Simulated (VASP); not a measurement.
# Se: single point with PBE

Se:

```
CELL_PARAMETERS angstrom
0.00000 2.19688 2.19688
2.19688 0.00000 2.19688
2.19688 2.19688 0.00000
ATOMIC_POSITIONS crystal
Se 0.00000 0.00000 0.00000
```

This isn't the form of Se at room conditions, which is trigonal, of chains.

```
Program             : VASP 6.6.1
Task                : single point
Functional          : PBE
Potentials or basis : VASP PAW PBE potentials, release 64 (Se)
Cutoff              : 520 eV
k mesh              : 43 × 43 × 43
Occupations         : fermi-dirac, width 0.0612256 eV
Spin                : no spin polarisation
```

| Item | Value |
| --- | --- |
| Pressure | -2.5 GPa |
| Band gap on the k mesh | zero (bands 3 and 4 overlap by 4.86 eV) |

Levels at points of the mesh, in eV from the Fermi level:
```
           k point  band 1  band 2  band 3  band 4  band 5  band 6  band 7  band 8
(0.00, 0.00, 0.00)  -15.68    2.82    2.82    2.82   10.57   11.96   11.96   11.96
```

Run time: 3.6 min on 1 thread of Intel Xeon 8259CL, on a shared host, peak memory 0.46 GiB.
